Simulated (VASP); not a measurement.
# ZnCu2SnSe4 (I-4) in VASP: relaxation of cell and atoms with r2SCAN

Aim: the relaxation of cell and atoms of ZnCu2SnSe4 with r2SCAN.

All numbers are computed with VASP 6.6.1; they aren't measurements. Logs are shortened: lines on timing, memory, paths and dates and some standing lists are left out, and cuts for length are marked.

## Step 1: The cell of the first run

It takes space group I-4 (No. 82, tetragonal). Conventional cell: a = 5.764 Å, b = 5.764 Å, c = 11.522 Å, α = 90.00°, β = 90.00°, γ = 90.00°. Cu (site symmetry -4) has 4 Se at 2.44 Å within 3.2 Å. Cu (site symmetry -4) has 4 Se at 2.43 Å within 3.2 Å. Within 3.3 Å of Zn (site symmetry -4) lie 4 Se at 2.50 Å. Within 3.5 Å of Sn (site symmetry -4) lie 4 Se at 2.63 Å. Within 3.2 Å of Se (site symmetry 1) lie 2 Cu at 2.43 to 2.44 Å and 1 Zn at 2.50 Å and 1 Sn at 2.63 Å.

## Step 2: Relaxation of cell and atoms, r2SCAN

File POSCAR:

```
ZnCu2SnSe4
1.0
   -2.8821956991      2.8821956991      5.7610378807
    2.8821956991     -2.8821956991      5.7610378807
    2.8821956991      2.8821956991     -5.7610378807
Cu Zn Sn Se
2 1 1 4
Direct
    0.0000000000      0.0000000000      0.0000000000
    0.7500000000      0.2500000000      0.5000000000
    0.2500000000      0.7500000000      0.5000000000
    0.5000000000      0.5000000000      0.0000000000
    0.1009140140      0.6294170921      0.9907029597
    0.3705829079      0.3612858676      0.4714969219
    0.6387141324      0.1102110543      0.0092970403
    0.8897889457      0.8990859860      0.5285030781
```

File INCAR.step1:

```
PREC = Accurate
ENCUT = 660
ISMEAR = -1
SIGMA = 0.02
LREAL = False
LASPH = True
NELM = 120
GGA = PE
ALGO = Normal
EDIFF = 1E-5
LWAVE = True
LCHARG = False
GGA_COMPAT = False
IBRION = 2
ISIF = 3
EDIFFG = -0.005
NELMIN = 4
NSW = 100
KPAR = 4
```

File INCAR.step2:

```
PREC = Accurate
ENCUT = 660
EDIFF = 1E-7
ISMEAR = -1
SIGMA = 0.02
LREAL = False
LASPH = True
NELM = 120
ALGO = Normal
ISIF = 3
LWAVE = False
LCHARG = False
METAGGA = R2SCAN
LMIXTAU = True
IBRION = 2
NSW = 80
EDIFFG = -0.005
ISTART = 1
GGA_COMPAT = False
NELMIN = 4
KPAR = 4
```

File KPOINTS:

```
regular mesh
0
Gamma
  6 6 6
```

Potentials or basis: VASP PAW PBE potentials, release 64 (Cu, Zn, Sn_d, Se).

On the command line:

```bash
$ cat potpaw_PBE.64/Cu/POTCAR potpaw_PBE.64/Zn/POTCAR potpaw_PBE.64/Sn_d/POTCAR potpaw_PBE.64/Se/POTCAR > POTCAR
$ cp INCAR.step1 INCAR
$ mpirun -np 4 vasp_std > vasp.out
$ cp INCAR.step2 INCAR
$ mpirun -np 4 vasp_std > vasp.out
```

OUTCAR:

```text
PREC = Accurate
   ENCUT = 660
   EDIFF = 1E-7
   ISMEAR = -1
   LREAL = False
   LASPH = True
   NELM = 120
   ISIF = 3
   METAGGA = R2SCAN
   IBRION = 2
   NSW = 80
   EDIFFG = -0.005
   ISTART = 1
   NELMIN = 4

 ion  position               nearest neighbor table
   1  0.000  0.000  0.000-   8 2.44   7 2.44   6 2.44   5 2.44
   2  0.750  0.250  0.500-   6 2.43   8 2.43   5 2.43   7 2.43
   3  0.250  0.750  0.500-   6 2.50   5 2.50   7 2.50   8 2.50
   4  0.500  0.500  0.000-   7 2.63   8 2.63   5 2.63   6 2.63
   5  0.101  0.629  0.991-   2 2.43   1 2.44   3 2.50   4 2.63
   6  0.371  0.361  0.471-   2 2.43   1 2.44   3 2.50   4 2.63
   7  0.639  0.110  0.009-   2 2.43   1 2.44   3 2.50   4 2.63
   8  0.890  0.899  0.529-   2 2.43   1 2.44   3 2.50   4 2.63

  LATTYP: Found a body centered tetragonal cell.
 ALAT       =     5.7643913982
 C/A-ratio  =     1.9988364713

  Lattice vectors:

 A1 = (  -2.8821956991,   2.8821956991,   5.7610378807)
 A2 = (   2.8821956991,  -2.8821956991,   5.7610378807)
 A3 = (   2.8821956991,   2.8821956991,  -5.7610378807)

Analysis of symmetry for initial positions (statically):
=====================================================================
 Subroutine PRICEL returns:
 Original cell was already a primitive cell.

 Routine SETGRP: Setting up the symmetry group for a
 body centered tetragonal supercell.

 Subroutine GETGRP returns: Found  4 space group operations
 (whereof  4 operations were pure point group operations)
 out of a pool of 16 trial point group operations.

The static configuration has the point symmetry S_4 .

Analysis of symmetry for dynamics (positions and initial velocities):
=====================================================================
 Subroutine PRICEL returns:
 Original cell was already a primitive cell.

 Routine SETGRP: Setting up the symmetry group for a
 body centered tetragonal supercell.

 Subroutine GETGRP returns: Found  4 space group operations
 (whereof  4 operations were pure point group operations)
 out of a pool of 16 trial point group operations.

The dynamic configuration has the point symmetry S_4 .

 Subroutine INISYM returns: Found  4 space group operations
 (whereof  4 operations are pure point group operations),
 and found     1 'primitive' translations

----------------------------------------------------------------------------------------

                                     Primitive cell

  volume of cell :     191.4290

  direct lattice vectors                    reciprocal lattice vectors
    -2.882195699  2.882195699  5.761037881     0.000000000  0.173478852  0.086789917
     2.882195699 -2.882195699  5.761037881     0.173478852  0.000000000  0.086789917
     2.882195699  2.882195699 -5.761037881     0.173478852  0.173478852  0.000000000

  length of vectors
     7.057170932  7.057170932  7.057170932     0.193977838  0.193977838  0.245336145

  position of ions in fractional coordinates (direct lattice)
     0.000000000  0.000000000  0.000000000
     0.750000000  0.250000000  0.500000000
     0.250000000  0.750000000  0.500000000
     0.500000000  0.500000000  0.000000000
     0.100914014  0.629417092  0.990702960
     0.370582908  0.361285868  0.471496922
     0.638714132  0.110211054  0.009297040
     0.889788946  0.899085986  0.528503078

  ion indices of the primitive-cell ions
   primitive index   ion index
                 1           1
                 2           2
                 3           3
                 4           4
                 5           5
                 6           6
                 7           7
                 8           8

----------------------------------------------------------------------------------------

 KPOINTS: regular mesh

Automatic generation of k-mesh.
 Grid dimensions read from file:
 generate k-points for:    6    6    6

 Generating k-lattice:

  Cartesian coordinates                     Fractional coordinates (reciprocal lattice)
     0.000000000  0.028913142  0.014464986     0.166666667  0.000000000 -0.000000000
     0.028913142  0.000000000  0.014464986     0.000000000  0.166666667 -0.000000000
     0.028913142  0.028913142  0.000000000     0.000000000  0.000000000  0.166666667

  Length of vectors
     0.032329640  0.032329640  0.040889357

  Shift w.r.t. Gamma in fractional coordinates (k-lattice)
     0.000000000  0.000000000  0.000000000

 Subroutine IBZKPT returns following result:
 ===========================================

 Found     36 irreducible k-points:

 Following reciprocal coordinates:
            Coordinates               Weight
  0.000000  0.000000  0.000000      1.000000
  0.166667  0.000000  0.000000      8.000000
  0.333333  0.000000  0.000000      8.000000
  0.500000  0.000000  0.000000      4.000000
  0.166667  0.166667  0.000000      8.000000
  0.333333  0.166667  0.000000      8.000000
[... 16 lines left out ...]
  0.333333 -0.333333  0.166667      4.000000
 -0.166667  0.333333  0.166667      8.000000
 [... further k-points ...]
   k-points           NKPTS =     36   k-points in BZ     NKDIM =     36   number of bands    NBANDS=     43
   number of dos      NEDOS =    301   number of ions     NIONS =      8
   total plane-waves  NPLWV = 216000
   dimension x,y,z NGX =    60 NGY =   60 NGZ =   60
   dimension x,y,z NGXF=   120 NGYF=  120 NGZF=  120
   ions per type =               2   1   1   4
   NGX,Y,Z   is equivalent  to a cutoff of  14.13, 14.13, 14.13 a.u.
   NGXF,Y,Z  is equivalent  to a cutoff of  28.27, 28.27, 28.27 a.u.
 SYSTEM =  unknown system
   PREC   = accura    normal or accurate (medium, high low for compatibility)
   ISTART =      1    job   : 0-new  1-cont  2-samecut
   ICHARG =      0    charge: 1-file 2-atom 10-const
   ISPIN  =      1    spin polarized calculation?
   LNONCOLLINEAR =      F non collinear calculations
   LSORBIT =      F    spin-orbit coupling
   LASPH  =      T    aspherical Exc in radial PAW
   ENCUT  =  660.0 eV  48.51 Ry    6.96 a.u.  14.78 14.78 14.78*2*pi/ulx,y,z
   NELM   =    120;   NELMIN=  4; NELMDL=  0     # of ELM steps
   EDIFF  = 0.1E-06   stopping-criterion for ELM
   LREAL  =      F    real-space projection
   EDIFFG = -.5E-02   stopping-criterion for IOM
   NSW    =     80    number of steps for IOM
   IBRION =      2    ionic relax: 0-MD 1-quasi-New 2-CG
   NFREE  =      1    steps in history (QN), initial steepest desc. (CG)
   ISIF   =      3    stress and relaxation
   ISYM   =      2    0-nonsym 1-usesym 2-fastsym
   POTIM  = 0.5000    time-step for ionic-motion
   TEBEG  =    0.0;   TEEND  =   0.0 temperature during run
   PSTRESS=    0.0 pullay stress
   NELECT =      72.0000    total number of electrons
   NUPDOWN=      -1.0000    fix difference up-down
   EMIN   =  10.00;   EMAX   =-10.00  energy-range for DOS
   EFERMI =   0.00;   METHOD = LEGACY
   ISMEAR =    -1;   SIGMA  =   0.02  broadening in eV -4-tet -1-fermi 0-gaus
   EFERMI_NEDOS =   21; number of points for ismear=-14 and -15
   IALGO  =     38    algorithm
   IMIX   =      4    mixing-type and parameters
     AMIX     =   0.40;   BMIX     =  1.00
     AMIX_MAG =   1.60;   BMIX_MAG =  1.00
  volume/ion in A,a.u.               =      23.93       161.48
  Fermi-wavevector in a.u.,A,eV,Ry     =   1.181725  2.233137 19.000184  1.396474
  Thomas-Fermi vector in A             =   2.317993
   LORBIT       =      0    0 simple, 1 ext, 2 COOP (PROOUT), +10 PAW based schemes
   METAGGA = R2SCAN    functional components
   LHFCALC =     F    Hartree Fock is set to
   AEXX    =    0.0000 exact exchange contribution
   IVDW    =     0    specifies the selected vdW correction
   LEPSILON=     F    determine dielectric tensor
   LRPA    =     F    only Hartree local field effects (RPA)
 conjugate gradient relaxation of ions
 non-spin polarized calculation
  energy-cutoff  :      660.00
  volume of cell :      191.43
 maximum number of plane-waves:      7392
   NGX = 29   NGY = 29   NGZ = 29

--------------------------------------- Ionic step        1  -------------------------------------------

 number of electron      71.9999999 magnetization

 Free energy of the ion-electron system (eV)
  ---------------------------------------------------
  ext. energy  EPLUGINS =         0.00000000
  ---------------------------------------------------
  free energy    TOTEN  =      -116.33205353 eV

  energy without entropy =     -116.33162680  energy(sigma->0) =     -116.33184016

 E-fermi :   3.4238     XC(G=0):  -9.8718

 val. band max:        3.3917440799   @ k =   0.0000   0.0000   0.0000
 cond. band min:       3.4248173731   @ k =   0.0000   0.0000   0.0000
 fundamental gap:      0.0330732932
 Fermi energy:         3.4237923543

 k-point     1 :       0.0000    0.0000    0.0000
  band No.  band energies     occupation
      1     -19.5198      2.00000
      2     -19.5161      2.00000
      3     -19.5161      2.00000
      4     -19.4581      2.00000
      5     -19.4540      2.00000
      6     -11.2865      2.00000
[... 1093 lines left out ...]
     42       8.2910      0.00000
     43       8.6927      0.00000

 [... further k-points ...]

------------------------ aborting loop because EDIFF is reached ----------------------------------------

  FORCE on cell =-STRESS in cart. coord.  units (eV):
  Direction    XX          YY          ZZ          XY          YZ          ZX
  --------------------------------------------------------------------------------------
  -------------------------------------------------------------------------------------
  Total       -2.5628814     -2.5628814     -2.5232794     -0.0000140      0.0000000      0.0000000
  in kB      -21.4502044    -21.4502044    -21.1187527     -0.0001174      0.0000000      0.0000000
  external PRESSURE =     -21.3397205 kB  Pullay stress =       0.0000000 kB
[... 321 lines left out ...]
  energy  without entropy=     -116.3815735679  energy(sigma->0) =     -116.38165510

--------------------------------------- Ionic step        9  -------------------------------------------

 number of electron      72.0000009 magnetization

 Free energy of the ion-electron system (eV)
  ---------------------------------------------------
  ext. energy  EPLUGINS =         0.00000000
  ---------------------------------------------------
  free energy    TOTEN  =      -116.38175767 eV

  energy without entropy =     -116.38160103  energy(sigma->0) =     -116.38167935

 E-fermi :   3.8122     XC(G=0): -10.0401

 val. band max:        3.7661223608   @ k =   0.0000   0.0000   0.0000
 cond. band min:       3.8519431107   @ k =   0.0000   0.0000   0.0000
 fundamental gap:      0.0858207499
 Fermi energy:         3.8121991123

 k-point     1 :       0.0000    0.0000    0.0000
  band No.  band energies     occupation
      1     -19.2529      2.00000
      2     -19.2489      2.00000
      3     -19.2489      2.00000
      4     -19.1799      2.00000
      5     -19.1751      2.00000
      6     -11.1877      2.00000
[... 1093 lines left out ...]
     42       8.7329      0.00000
     43       9.1001      0.00000

 [... further k-points ...]

------------------------ aborting loop because EDIFF is reached ----------------------------------------

  FORCE on cell =-STRESS in cart. coord.  units (eV):
  Direction    XX          YY          ZZ          XY          YZ          ZX
  --------------------------------------------------------------------------------------
  -------------------------------------------------------------------------------------
  Total        0.0340326      0.0340326      0.0082058     -0.0000132      0.0000000     -0.0000000
  in kB        0.2948994      0.2948994      0.0711051     -0.0001145      0.0000000     -0.0000000
  external PRESSURE =       0.2203013 kB  Pullay stress =       0.0000000 kB
[... 23 lines left out ...]
  FREE ENERGIE OF THE ION-ELECTRON SYSTEM (eV)
  ---------------------------------------------------
  free  energy   TOTEN  =      -116.3817576701 eV

  energy  without entropy=     -116.3816010294  energy(sigma->0) =     -116.38167935

 reached required accuracy - stopping structural energy minimisation
```

It took 73 min on 4 MPI ranks of AMD EPYC 9R45 (Zen 5), shared host; peak memory 0.91 GiB.

What came out:

```yaml
Free_energy: -116.3818 eV
Relaxed_volume: 23.11 Å³/atom
Relaxed_cell: a = 6.976 Å, b = 6.976 Å, c = 6.976 Å, α = 131.79°, β = 131.79°, γ = 70.56°
Space_group_after_relaxing_to_0.1_Å: I-4 (No. 82)
Energy_gained_by_relaxing: 6.2 meV/atom
Ionic_steps: 9
Pressure_after_relaxing: 0.0 GPa
Band_gap_on_the_k_mesh: 0.09 eV
```

Forces in eV/Å, atoms in the order of the input:
```
Cu   0.000  0.000  0.000
Cu   0.000  0.000  0.000
Zn   0.000  0.000  0.000
Sn   0.000  0.000  0.000
Se   0.001 -0.001 -0.002
Se  -0.001 -0.001  0.002
Se  -0.001  0.001 -0.002
Se   0.001  0.001  0.002
```

Step by step:
```tsv
step	energy change (eV)	largest force (eV/Å)	pressure (GPa)	volume (Å³)
1	0.0000	0.1619	-2.13	191.43
2	-0.0439	0.0383	0.79	182.73
3	-0.0486	0.0651	0.05	184.71
4	-0.0485	0.0672	0.00	184.84
5	-0.0492	0.0413	-0.01	184.92
6	-0.0495	0.0236	-0.02	184.97
7	-0.0497	0.0124	-0.03	185.07
8	-0.0497	0.0029	-0.03	185.04
9	-0.0497	0.0021	0.02	184.90
```

Final structure:
```
CELL_PARAMETERS angstrom
-2.84912 2.84912 5.69444
2.84912 -2.84912 5.69444
2.84912 2.84912 -5.69444
ATOMIC_POSITIONS crystal
Cu 0.00000 0.00000 0.00000
Cu 0.75000 0.25000 0.50000
Zn 0.25000 0.75000 0.50000
Sn 0.50000 0.50000 0.00000
Se 0.10343 0.62914 0.99231
Se 0.37086 0.36317 0.47430
Se 0.63683 0.11112 0.00769
Se 0.88888 0.89657 0.52570
```

Levels at points of the mesh, in eV from the valence-band top:
```csv
k point,band 33,band 34,band 35,band 36,band 37,band 38,band 39,band 40
"(0.00, 0.00, 0.00)",-1.54,-0.04,-0.04,0.00,0.09,1.94,2.63,3.68
"(0.50, 0.00, 0.00)",-1.25,-1.19,-1.10,-0.57,1.57,3.06,3.21,4.15
"(0.50, 0.50, 0.00)",-0.88,-0.77,-0.56,-0.42,0.44,2.17,2.95,3.98
"(0.50, 0.50, 0.50)",-1.16,-1.16,-0.92,-0.92,1.09,1.99,1.99,2.28
```

Caveat: semilocal functionals underestimate gaps, and a narrow one can read as zero; the PAW data sets were made with another functional, which shifts forces and pressure a little; spin-orbit coupling is left out, which moves the levels of the heavy elements.
